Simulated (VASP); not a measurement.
# Li12Cd4H (a cell with a defect) in VASP: notebook

Li12Cd4H (a cell with a defect) is run at these levels: LDA; tasks: single point.

Program: VASP 6.6.1. These are calculated values, not measurements. Logs are shortened: lines on timing, memory, paths and dates and some standing lists are left out, and cuts for length are marked.

### Step 1. The cell of the first run

The cell holds a defect, 17 atoms: a = 6.612 Å, b = 6.612 Å, c = 6.612 Å, α = 90.00°, β = 90.00°, γ = 90.00°.

### Step 2. Single point, LDA

INCAR reads:

```
PREC     = Accurate       # precision mode
ENCUT    = 520            # plane-wave cutoff, eV
EDIFF    = 1E-6           # SCF threshold, eV
ISMEAR   = 0              # smearing method
SIGMA    = 0.15           # smearing width, eV
LREAL    = Auto         
LASPH    = T              # aspherical terms in the spheres
NELM     = 60             # most SCF steps
ALGO     = Normal         # electronic algorithm
ISIF     = 2              # what is computed and relaxed
LWAVE    = F              # write WAVECAR
LCHARG   = F              # write CHGCAR
GGA      = CA             # functional
NBANDS   = 56             # bands
```

KPOINTS reads:

```
Automatic mesh
0
Gamma
  3 3 3
```

POSCAR reads:

```
Li12Cd4H
1.0
    6.6123880000      0.0000000000      0.0000000000
    0.0000000000      6.6123880000      0.0000000000
    0.0000000000      0.0000000000      6.6123880000
Li Cd H
12 4 1
Direct
    0.2825922782      0.2232796956      0.2464035742
    0.7660815372      0.7400712118      0.7512437470
    0.5070848858      0.4989521696      0.5050661902
    0.7319417374      0.7744590766      0.2462641772
    0.2486175680      0.2572611473      0.7511656524
    0.0070562873     -0.0009691695      0.5048824136
    0.7661539192      0.2579514821      0.7512721216
    0.2829032017      0.7749471098      0.2463596662
    0.0078642557      0.4990735639      0.0307898197
    0.2487030299      0.7408185402      0.7510871813
    0.7319381069      0.2234076370      0.2461986866
    0.5078296047     -0.0010628912     -0.0365128277
    0.0074432471     -0.0009874660     -0.0024954472
    0.5069310591      0.4988839305     -0.0026363514
    0.5078443846     -0.0010614131      0.5405743913
    0.0077383815      0.4990834558      0.4803705406
    0.5055217158     -0.0010333804      0.2426598643
```

Potentials or basis: VASP PAW LDA potentials, release 64 (Li_sv, Cd, H).

Command:

```console
$ cat potpaw_LDA.64/Li_sv/POTCAR potpaw_LDA.64/Cd/POTCAR potpaw_LDA.64/H/POTCAR > POTCAR
$ mpirun -np 1 vasp_std > vasp.out
```

OUTCAR:

```text
PREC = Accurate
   ENCUT = 520
   EDIFF = 1E-6
   ISMEAR = 0
   LREAL = Auto
   LASPH = T
   NELM = 60
   ISIF = 2
   GGA = CA

 ion  position               nearest neighbor table
   1  0.283  0.223  0.246-  15 2.86  13 2.87  14 2.87  16 3.00
   2  0.766  0.740  0.751-  15 2.79  14 2.85  13 2.85  16 2.88
   3  0.507  0.499  0.505-
   4  0.732  0.774  0.246-  15 2.86  13 2.87  14 2.87  16 3.01
   5  0.249  0.257  0.751-  15 2.79  13 2.85  14 2.85  16 2.88
   6  0.007  0.999  0.505-
   7  0.766  0.258  0.751-  15 2.79  14 2.85  13 2.85  16 2.88
   8  0.283  0.775  0.246-  15 2.86  13 2.87  14 2.87  16 3.01
   9  0.008  0.499  0.031-  16 2.97
  10  0.249  0.741  0.751-  15 2.79  13 2.85  14 2.85  16 2.88
  11  0.732  0.223  0.246-  15 2.86  13 2.87  14 2.87  16 3.01
  12  0.508  0.999  0.963-  15 2.80
  13  0.007  0.999  0.998-   5 2.85  10 2.85   7 2.85   2 2.85   1 2.87   8 2.87  11 2.87   4 2.87

  14  0.507  0.499  0.997-   5 2.85   7 2.85  10 2.85   2 2.85   1 2.87   8 2.87  11 2.87   4 2.87

  15  0.508  0.999  0.541-  17 1.97   2 2.79  10 2.79   7 2.79   5 2.79  12 2.80   4 2.86  11 2.86
                             8 2.86   1 2.86
  16  0.008  0.499  0.480-  10 2.88   5 2.88   2 2.88   7 2.88   9 2.97   1 3.00   8 3.01   4 3.01
                            11 3.01
  17  0.506  0.999  0.243-  15 1.97

  LATTYP: Found a simple cubic cell.
 ALAT       =     6.6123880000

  Lattice vectors:

 A1 = (   6.6123880000,   0.0000000000,   0.0000000000)
 A2 = (   0.0000000000,   6.6123880000,   0.0000000000)
 A3 = (   0.0000000000,   0.0000000000,   6.6123880000)

Analysis of symmetry for initial positions (statically):
=====================================================================
 Subroutine PRICEL returns:
 Original cell was already a primitive cell.

 Routine SETGRP: Setting up the symmetry group for a
 simple cubic supercell.

 Subroutine GETGRP returns: Found  1 space group operations
 (whereof  1 operations were pure point group operations)
 out of a pool of 48 trial point group operations.

The static configuration has the point symmetry C_1 .

Analysis of symmetry for dynamics (positions and initial velocities):
=====================================================================
 Subroutine PRICEL returns:
 Original cell was already a primitive cell.

 Routine SETGRP: Setting up the symmetry group for a
 simple cubic supercell.

 Subroutine GETGRP returns: Found  1 space group operations
 (whereof  1 operations were pure point group operations)
 out of a pool of 48 trial point group operations.

The dynamic configuration has the point symmetry C_1 .

 Subroutine INISYM returns: Found  1 space group operations
 (whereof  1 operations are pure point group operations),
 and found     1 'primitive' translations

----------------------------------------------------------------------------------------

                                     Primitive cell

  volume of cell :     289.1179

  direct lattice vectors                    reciprocal lattice vectors
     6.612388000  0.000000000  0.000000000     0.151231295  0.000000000  0.000000000
     0.000000000  6.612388000  0.000000000     0.000000000  0.151231295  0.000000000
     0.000000000  0.000000000  6.612388000     0.000000000  0.000000000  0.151231295

  length of vectors
     6.612388000  6.612388000  6.612388000     0.151231295  0.151231295  0.151231295

  position of ions in fractional coordinates (direct lattice)
     0.282592278  0.223279696  0.246403574
     0.766081537  0.740071212  0.751243747
     0.507084886  0.498952170  0.505066190
     0.731941737  0.774459077  0.246264177
     0.248617568  0.257261147  0.751165652
     0.007056287  0.999030830  0.504882414
[... 9 lines left out ...]
     0.007738381  0.499083456  0.480370541
     0.505521716  0.998966620  0.242659864

  ion indices of the primitive-cell ions
   primitive index   ion index
                 1           1
                 2           2
                 3           3
                 4           4
                 5           5
                 6           6
[... 9 lines left out ...]
                16          16
                17          17

----------------------------------------------------------------------------------------

 KPOINTS: Automatic mesh

Automatic generation of k-mesh.
 Grid dimensions read from file:
 generate k-points for:    3    3    3

 Generating k-lattice:

  Cartesian coordinates                     Fractional coordinates (reciprocal lattice)
     0.050410432  0.000000000  0.000000000     0.333333333  0.000000000  0.000000000
     0.000000000  0.050410432  0.000000000     0.000000000  0.333333333  0.000000000
     0.000000000  0.000000000  0.050410432     0.000000000  0.000000000  0.333333333

  Length of vectors
     0.050410432  0.050410432  0.050410432

  Shift w.r.t. Gamma in fractional coordinates (k-lattice)
     0.000000000  0.000000000  0.000000000

 Subroutine IBZKPT returns following result:
 ===========================================

 Found     14 irreducible k-points:

 Following reciprocal coordinates:
            Coordinates               Weight
  0.000000  0.000000  0.000000      1.000000
  0.333333  0.000000  0.000000      2.000000
  0.000000  0.333333  0.000000      2.000000
  0.000000  0.000000  0.333333      2.000000
  0.333333  0.333333  0.000000      2.000000
  0.000000  0.333333  0.333333      2.000000
  0.333333  0.000000  0.333333      2.000000
 -0.333333  0.333333  0.000000      2.000000
 -0.333333  0.000000  0.333333      2.000000
  0.000000 -0.333333  0.333333      2.000000
  0.333333  0.333333  0.333333      2.000000
 -0.333333  0.333333  0.333333      2.000000
 -0.333333 -0.333333  0.333333      2.000000
  0.333333 -0.333333  0.333333      2.000000
   k-points           NKPTS =     14   k-points in BZ     NKDIM =     14   number of bands    NBANDS=     56
   number of dos      NEDOS =    301   number of ions     NIONS =     17
   total plane-waves  NPLWV = 125000
   dimension x,y,z NGX =    50 NGY =   50 NGZ =   50
   dimension x,y,z NGXF=   100 NGYF=  100 NGZF=  100
   ions per type =              12   4   1
   NGX,Y,Z   is equivalent  to a cutoff of  12.57, 12.57, 12.57 a.u.
   NGXF,Y,Z  is equivalent  to a cutoff of  25.14, 25.14, 25.14 a.u.
 SYSTEM =  unknown system
   PREC   = accura    normal or accurate (medium, high low for compatibility)
   ISTART =      0    job   : 0-new  1-cont  2-samecut
   ICHARG =      2    charge: 1-file 2-atom 10-const
   ISPIN  =      1    spin polarized calculation?
   LNONCOLLINEAR =      F non collinear calculations
   LSORBIT =      F    spin-orbit coupling
   LASPH  =      T    aspherical Exc in radial PAW
   ENCUT  =  520.0 eV  38.22 Ry    6.18 a.u.  12.29 12.29 12.29*2*pi/ulx,y,z
   NELM   =     60;   NELMIN=  2; NELMDL= -5     # of ELM steps
   EDIFF  = 0.1E-05   stopping-criterion for ELM
   LREAL  =      T    real-space projection
   EDIFFG = 0.1E-04   stopping-criterion for IOM
   NSW    =      0    number of steps for IOM
   IBRION =     -1    ionic relax: 0-MD 1-quasi-New 2-CG
   NFREE  =      0    steps in history (QN), initial steepest desc. (CG)
   ISIF   =      2    stress and relaxation
   ISYM   =      2    0-nonsym 1-usesym 2-fastsym
   POTIM  = 0.5000    time-step for ionic-motion
   TEBEG  =    0.0;   TEEND  =   0.0 temperature during run
   PSTRESS=    0.0 pullay stress
   NELECT =      85.0000    total number of electrons
   NUPDOWN=      -1.0000    fix difference up-down
   EMIN   =  10.00;   EMAX   =-10.00  energy-range for DOS
   EFERMI =   0.00;   METHOD = LEGACY
   ISMEAR =     0;   SIGMA  =   0.15  broadening in eV -4-tet -1-fermi 0-gaus
   EFERMI_NEDOS =   21; number of points for ismear=-14 and -15
   IALGO  =     38    algorithm
   IMIX   =      4    mixing-type and parameters
     AMIX     =   0.40;   BMIX     =  1.00
     AMIX_MAG =   1.60;   BMIX_MAG =  1.00
  volume/ion in A,a.u.               =      17.01       114.77
  Fermi-wavevector in a.u.,A,eV,Ry     =   1.088569  2.057098 16.122679  1.184983
  Thomas-Fermi vector in A             =   2.224754
   LORBIT       =      0    0 simple, 1 ext, 2 COOP (PROOUT), +10 PAW based schemes
   GGA     = CA    functional components
   LHFCALC =     F    Hartree Fock is set to
   AEXX    =    0.0000 exact exchange contribution
   IVDW    =     0    specifies the selected vdW correction
   LEPSILON=     F    determine dielectric tensor
   LRPA    =     F    only Hartree local field effects (RPA)
 non-spin polarized calculation
 Gauss-broadening in eV      SIGMA  =   0.15
  energy-cutoff  :      520.00
  volume of cell :      289.12
 maximum number of plane-waves:      7809
 NGX is ok and might be reduce to    50
   NGX = 25   NGY = 25   NGZ = 25

 number of electron      85.0000015 magnetization

 Free energy of the ion-electron system (eV)
  ---------------------------------------------------
  ext. energy  EPLUGINS =         0.00000000
  ---------------------------------------------------
  free energy    TOTEN  =       -37.49461395 eV

  energy without entropy =      -37.45705138  energy(sigma->0) =      -37.47583267

 E-fermi :   1.4826     XC(G=0):  -8.8039

 val. band max:        1.4157261181   @ k =   0.3333   0.0000   0.0000
 cond. band min:       1.5748352549   @ k =   0.3333   0.3333   0.0000
 fundamental gap:      0.1591091368
 Fermi energy:         1.4825778688

 k-point     1 :       0.0000    0.0000    0.0000
  band No.  band energies     occupation
      1     -44.0998      2.00000
      2     -44.0175      2.00000
      3     -44.0162      2.00000
      4     -43.8728      2.00000
      5     -43.8370      2.00000
      6     -43.8335      2.00000
[... 46 lines left out ...]
     53       5.2370      0.00000
     54       5.4669      0.00000

 k-point     2 :       0.3333    0.0000    0.0000
  band No.  band energies     occupation
      1     -44.0998      2.00000
      2     -44.0174      2.00000
      3     -44.0162      2.00000
      4     -43.8728      2.00000
      5     -43.8369      2.00000
      6     -43.8333      2.00000
[... 676 lines left out ...]
 k-point    14 :       0.3333   -0.3333    0.3333
  band No.  band energies     occupation
      1     -44.0998      2.00000
      2     -44.0173      2.00000
      3     -44.0162      2.00000
      4     -43.8727      2.00000
      5     -43.8368      2.00000
      6     -43.8335      2.00000
[... 46 lines left out ...]
     53       5.0872      0.00000
     54       5.7770      0.00000
 [bands above 54 left out]

------------------------ aborting loop because EDIFF is reached ----------------------------------------

  FORCE on cell =-STRESS in cart. coord.  units (eV):
  Direction    XX          YY          ZZ          XY          YZ          ZX
  --------------------------------------------------------------------------------------
  -------------------------------------------------------------------------------------
  Total       -4.4523933     -4.4680849     -1.6023907      0.0052138     -0.0009120      0.0158912
  in kB      -24.6734068    -24.7603635     -8.8798171      0.0288931     -0.0050538      0.0880626
  external PRESSURE =     -19.4378625 kB  Pullay stress =       0.0000000 kB

 VOLUME and BASIS-vectors are now :
 -----------------------------------------------------------------------------
  energy-cutoff  :      520.00
  volume of cell :      289.12
      direct lattice vectors                 reciprocal lattice vectors
     6.612388000  0.000000000  0.000000000     0.151231295  0.000000000  0.000000000
     0.000000000  6.612388000  0.000000000     0.000000000  0.151231295  0.000000000
     0.000000000  0.000000000  6.612388000     0.000000000  0.000000000  0.151231295

 POSITION                                       TOTAL-FORCE (eV/Angst)
 -----------------------------------------------------------------------------------
      1.86861      1.47641      1.62932        -0.005173      0.008966     -0.004960
      5.06563      4.89364      4.96752        -0.001036      0.002493     -0.001146
      3.35304      3.29927      3.33969        -0.001432     -0.000017     -0.003887
      4.83988      5.12102      1.62839         0.011052     -0.016889      0.000127
      1.64396      1.70111      4.96700         0.001211     -0.001542     -0.000235
      0.04666      6.60598      3.33848        -0.003679     -0.000408     -0.001217
[... 9 lines left out ...]
      0.05117      3.30013      3.17640         0.000165      0.000180     -0.004029
      3.34271      6.60555      1.60456         0.008633     -0.000447     -0.023466
 -----------------------------------------------------------------------------------
    total drift:                               -0.011355      0.001878     -0.003765

  FREE ENERGIE OF THE ION-ELECTRON SYSTEM (eV)
  ---------------------------------------------------
  free  energy   TOTEN  =       -37.4946139494 eV

  energy  without entropy=      -37.4570513840  energy(sigma->0) =      -37.47583267
```

Run time: 2.3 min. Hardware: 1 thread of AMD EPYC 9R45 (Zen 5), shared host; peak memory 0.32 GiB.

Results:

* Free energy: -37.4946 eV
* Largest force: 0.038 eV/Å
* Band gap on the k mesh: zero (an odd number of electrons rules out a gap without spin polarisation)

Forces in eV/Å, atoms in the order of the input:
```
Li  -0.005  0.009 -0.005
Li  -0.001  0.002 -0.001
Li  -0.001  0.000 -0.004
Li   0.011 -0.017  0.000
Li   0.001 -0.002  0.000
Li  -0.004  0.000 -0.001
Li  -0.001 -0.005 -0.002
Li  -0.009 -0.011 -0.005
Li  -0.001 -0.001 -0.002
Li  -0.001 -0.001  0.003
Li   0.010  0.018  0.000
Li  -0.005  0.003 -0.006
Cd  -0.005  0.000  0.005
Cd   0.003  0.002  0.008
Cd  -0.001  0.002  0.038
Cd   0.000  0.000 -0.004
H    0.009  0.000 -0.023
```

Caveat: the cutoff is under 1.25 times the usual one of these potentials, so pressure, stress and relaxed cells hold a basis-set (Pulay) error.

### Step 3. Single point, LDA

INCAR reads:

```
PREC = Accurate
ENCUT = 520
EDIFF = 1E-7
ISMEAR = 0
SIGMA = 0.15
LREAL = Auto
LASPH = True
NELM = 80
ALGO = Normal
ISIF = 2
LWAVE = False
LCHARG = False
NBANDS = 56
```

KPOINTS is that of step 2.

POSCAR reads:

```
Li12Cd4H
1.0
    6.6123880000      0.0000000000      0.0000000000
    0.0000000000      6.6123880000      0.0000000000
    0.0000000000      0.0000000000      6.6123880000
Li Cd H
12 4 1
Direct
    0.2490810807      0.2575037013      0.2350026894
    0.7540586509      0.7735242006      0.7189825170
    0.4953257447      0.4999455244      0.4919550523
    0.7539794059      0.7761148678      0.2686844757
    0.2489412516      0.2595229408      0.7520526713
    0.0366189977     -0.0000470521      0.4945667134
    0.7541037913      0.2262987213      0.7188991195
    0.2491077606      0.7423538508      0.2349674909
   -0.0300189329      0.4998946777     -0.0040540149
    0.2489670637      0.7403375049      0.7520815693
    0.7540194040      0.2237258989      0.2687536028
    0.4953007705     -0.0000639993     -0.0077062218
    0.0026487129     -0.0000665458     -0.0072465274
    0.5197223848      0.4998860608     -0.0051616799
    0.4596265717     -0.0000827258      0.4946964603
    0.0025896374      0.4999695203      0.4921962724
    0.7574140945     -0.0000544865      0.4915513996
```

Potentials or basis: VASP PAW LDA potentials, release 64 (Li_sv, Cd, H).

Command:

```console
$ cat potpaw_LDA.64/Li_sv/POTCAR potpaw_LDA.64/Cd/POTCAR potpaw_LDA.64/H/POTCAR > POTCAR
$ mpirun -np 1 vasp_std > vasp.out
```

Run time: 2.8 min. Hardware: 1 thread of AMD EPYC 9R45 (Zen 5), shared host; peak memory 0.33 GiB.

It converged, with:

- Free energy: -37.4947 eV
- Largest force: 0.025 eV/Å
- Band gap on the k mesh: zero (an odd number of electrons rules out a gap without spin polarisation)

Forces on the atoms (eV/Å):
```
Li   0.002  0.001 -0.001
Li   0.000  0.003  0.002
Li   0.003 -0.001  0.003
Li  -0.003 -0.006 -0.003
Li   0.001 -0.002  0.002
Li   0.000 -0.001  0.001
Li   0.000 -0.002  0.003
Li   0.001 -0.001 -0.001
Li   0.002  0.001 -0.005
Li   0.000  0.003  0.002
Li  -0.003  0.006 -0.005
Li   0.001  0.000  0.003
Cd  -0.001  0.000  0.000
Cd   0.002  0.000 -0.003
Cd  -0.025  0.000 -0.003
Cd  -0.001  0.000  0.002
H    0.021  0.000  0.002
```

Levels at points of the mesh, in eV from the Fermi level:
```csv
k point,band 41,band 42,band 43,band 44,band 45,band 46
"(0.00, 0.00, 0.00)",-0.35,-0.35,-0.30,-0.27,-0.27,1.31
```

Caveat: the cutoff is under 1.25 times the usual one of these potentials, so pressure, stress and relaxed cells hold a basis-set (Pulay) error.

[end of part 1 of 2]
